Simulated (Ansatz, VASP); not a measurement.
## WSe2: VASP beside Ansatz

Contents of INCAR:

```
ALGO = Normal ; EDIFF = 1E-6
ENCUT = 520 ; GGA = PE
ISIF = 2 ; ISMEAR = 0
IVDW = 12 ; LASPH = True
LCHARG = False ; LREAL = False
LWAVE = False ; NBANDS = 35
NELM = 80 ; PREC = Accurate
SIGMA = 0.05
```

Contents of KPOINTS:

```
k-points
0
Gamma
  12 12 2
```

File POSCAR:

```
WSe2
1.0
    3.3610032482      0.0000000000      0.0000000000
   -1.6805016241      2.8397211660      0.0000000000
    0.0000000000      0.0000000000     12.7886113051
W Se
2 4
Direct
    0.3333333333      0.6666666667      0.2500000000
    0.6666666667      0.3333333333      0.7500000000
    0.3333333333      0.6666666667      0.6182912222
    0.6666666667      0.3333333333      0.1182912222
    0.3333333333      0.6666666667      0.8817087778
    0.6666666667      0.3333333333      0.3817087778
```

Input for Ansatz:

```yaml
crystal:
  lattice:
    - [3.3610032482, 0.0, 0.0]
    - [-1.6805016241, 2.839721166, 0.0]
    - [0.0, 0.0, 12.7886113051]
  atoms:
    - { symbol: W, position: [0.3333333333, 0.6666666667, 0.25] }
    - { symbol: W, position: [0.6666666667, 0.3333333333, 0.75] }
    - { symbol: Se, position: [0.3333333333, 0.6666666667, 0.6182912222] }
    - { symbol: Se, position: [0.6666666667, 0.3333333333, 0.1182912222] }
    - { symbol: Se, position: [0.3333333333, 0.6666666667, 0.8817087778] }
    - { symbol: Se, position: [0.6666666667, 0.3333333333, 0.3817087778] }
basis:
  ecutwfc: 420
kpoints:
  mp_grid: { grid: [12, 12, 2] }
hamiltonian:
  xc: pbe
  dispersion: d3bj
scf:
  occupations: { method: gaussian, width: 0.05 }
output:
  forces: true
  stress: true
  eigenvalues: true
```

Change from the starting cell: strain +0.0250 x Voigt [1, 0, 0, 0, 0, 0], atoms carried along.

Alike in both runs: task single point; functional PBE; dispersion D3(BJ); k mesh 12 × 12 × 2; occupations gaussian, width 0.05 eV; no spin polarisation.

|  | VASP | Ansatz |
| --- | --- | --- |
| version | VASP 6.6.1 | Ansatz 0.2.0 |
| potentials or method | VASP PAW PBE potentials, release 64 (W_sv, Se), cutoff 520 eV | scalar-relativistic, plane waves, PAW |
| valence electrons in the cell | 52 | 92 |

|  | VASP | Ansatz | Ansatz less VASP |
| --- | --- | --- | --- |
| gap on the k mesh at the Fermi level (eV) | 0.89 | 0.89 | +0.005 |
| least direct gap on the mesh (eV) | 1.44 | 1.44 | +0.003 |
| pressure (GPa) | -2.8 | -3.1 | -0.29 |
| traceless stress, the component that is largest in VASP (GPa) | -2.44 | -2.40 | +0.040 |
| rms of the force components (eV/Å) | 0.121 | 0.138 | +0.0169 |

Atom by atom the forces differ by 0.021 eV/Å (rms over components). VASP's potentials hold 52 valence electrons a cell and Ansatz's 92, so a difference there can come from the potentials and not from the codes.

Spin-orbit coupling is off throughout.
